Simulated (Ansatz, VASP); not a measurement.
## Two plane-wave programs on Ga2Sb2CO

```
CELL_PARAMETERS angstrom
4.33438 0.00000 0.00000
-2.16719 3.75368 0.00000
0.00000 0.00000 23.61974
ATOMIC_POSITIONS crystal
Sb 0.00000 0.00000 0.16935
Sb 0.33333 0.66667 0.32597
Ga 0.33333 0.66667 0.20681
Ga 0.66667 0.33333 0.35859
O 0.00000 0.00000 0.50253
C 0.00000 0.00000 0.55122
```

Alike in both runs: task single point; functional PBE; dispersion D3(BJ); k mesh 6 × 6 × 1; occupations gaussian, width 0.1 eV; no spin polarisation.

|  | VASP | Ansatz |
| --- | --- | --- |
| version | VASP 6.6.1 | Ansatz 0.2.0 |
| potentials or method | VASP PAW PBE potentials, release 64 (Sb_d_GW, Ga_d, O, C), cutoff 520 eV | scalar-relativistic, plane waves, PAW |
| valence electrons in the cell | 66 | 66 |

VASP gave:

```
gap on the k mesh at the Fermi level (eV) : 0.03
least direct gap on the mesh (eV)         : 0.15
rms of the force components (eV/Å)        : 0.234
```

Problem. Estimate Ansatz's values.

Solution. gap on the k mesh at the Fermi level (eV): 0.03; least direct gap on the mesh (eV): 0.15; rms of the force components (eV/Å): 0.501.

One of these differences is far larger than is usual between the two programs; its cause wasn't traced.

Spin-orbit coupling is off throughout. Noted on VASP's run: the standard files for N, O and F lose accuracy on very short bonds.
